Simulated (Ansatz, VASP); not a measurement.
**One calculation of In3SbAs2, two programs**

```
CELL_PARAMETERS angstrom
-2.21971 2.21971 9.39941
2.21971 -2.21971 9.39941
2.21971 2.21971 -9.39941
ATOMIC_POSITIONS crystal
As 0.17058 0.17058 0.00000
As 0.82942 0.82942 0.00000
In 0.75000 0.25000 0.50000
In 0.40900 0.90900 0.50000
In 0.09100 0.59100 0.50000
Sb 0.50000 0.50000 0.00000
```

Alike in both runs: task single point; functional PBE; k mesh 6 × 6 × 6; occupations fermi-dirac, width 0.02 eV; no spin polarisation.

|  | VASP | Ansatz |
| --- | --- | --- |
| version | VASP 6.6.1 | Ansatz 0.2.0 |
| potentials or method | VASP PAW PBE potentials, release 64 (As, In_d, Sb) | plane waves, PAW |
| plane-wave cutoff (eV) | 520 | 420 |
| valence electrons in the cell | 54 | 84 |

|  | VASP | Ansatz | Ansatz less VASP |
| --- | --- | --- | --- |
| pressure (GPa) | 1.5 | 1.4 | -0.02 |
| rms of the force components (eV/Å) | 0.001 | 0.004 | +0.0030 |

The functional is the same, so the differences come from potentials, cutoffs and numerics. VASP's potentials hold 54 valence electrons a cell and Ansatz's 84, so a difference there can come from the potentials and not from the codes.

Neither program's run includes spin-orbit coupling.
